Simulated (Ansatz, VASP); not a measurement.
# W in VASP and in Ansatz

```xyz
1
Lattice="0.0000 2.0195 2.0195 2.0195 0.0000 2.0195 2.0195 2.0195 0.0000" Properties=species:S:1:pos:R:3 pbc="T T T"
W     0.0000    0.0000    0.0000
```

Alike in both runs: functional PBE; k mesh 20 × 20 × 20; occupations fermi-dirac, width 0.15 eV; no spin polarisation.

Ansatz relaxed the structure, and its values are those at the end. VASP's run is a single point on that final structure, the one shown.

```csv
,VASP,Ansatz
version,VASP 6.6.1,Ansatz 0.2.0
potentials or method,"VASP PAW PBE potentials, release 64 (W_sv), cutoff 520 eV","scalar-relativistic, plane waves, PAW"
valence electrons in the cell,14,14
```

|  | VASP | Ansatz | Ansatz less VASP |
| --- | --- | --- | --- |
| gap on the k mesh at the Fermi level (eV) | none | none | - |
| pressure (GPa) | 0.4 | 0.0 | -0.44 |

A gap of «none» marks a metal or a gap that the smearing closes. With one functional, cell and mesh, what is left measures potentials, basis and numerics.

Spin-orbit coupling is off throughout.
